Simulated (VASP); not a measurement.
A run of VASP 6.6.1 is set up as follows.

The input INCAR:

```
SYSTEM = CoSi
PREC = Accurate
ENCUT = 600
EDIFF = 1E-6
ISMEAR = 0
SIGMA = 0.1
LREAL = .False.
LASPH = .True.
NELM = 120
ALGO = Normal
ISIF = 2
LWAVE = .False.
LCHARG = .False.
GGA = PE
NBANDS = 36
GGA_COMPAT = .False.
```

KPOINTS

```
Automatic mesh
0
Gamma
  8 8 8
  0 0 0
```

POSCAR

```
CoSi
1.0
    4.4308434880      0.0000000000      0.0000000000
    0.0000000000      4.4308434880      0.0000000000
    0.0000000000      0.0000000000      4.4308434880
Co Si
4 4
Direct
    0.1450204866      0.1450204866      0.1450204866
    0.3549795134      0.8549795134      0.6450204866
    0.6450204866      0.3549795134      0.8549795134
    0.8549795134      0.6450204866      0.3549795134
    0.8431592503      0.8431592503      0.8431592503
    0.6568407497      0.1568407497      0.3431592503
    0.3431592503      0.6568407497      0.1568407497
    0.1568407497      0.3431592503      0.6568407497
```

Potentials or basis: VASP PAW PBE potentials, release 64 (Co, Si).

Command:

```sh
$ cat potpaw_PBE.64/Co/POTCAR potpaw_PBE.64/Si/POTCAR > POTCAR
$ mpirun -np 1 vasp_std > vasp.out
```

(1) Predict the pressure.

(2) What does it give for the largest force?

(3) Estimate the band gap on the k mesh.

Answers

(1) -0.2 GPa.

(2) 0.004 eV/Å.

(3) zero (bands 26 and 27 overlap by 0.21 eV).

Caveat: the run has no spin polarisation, though such a crystal can be magnetic.
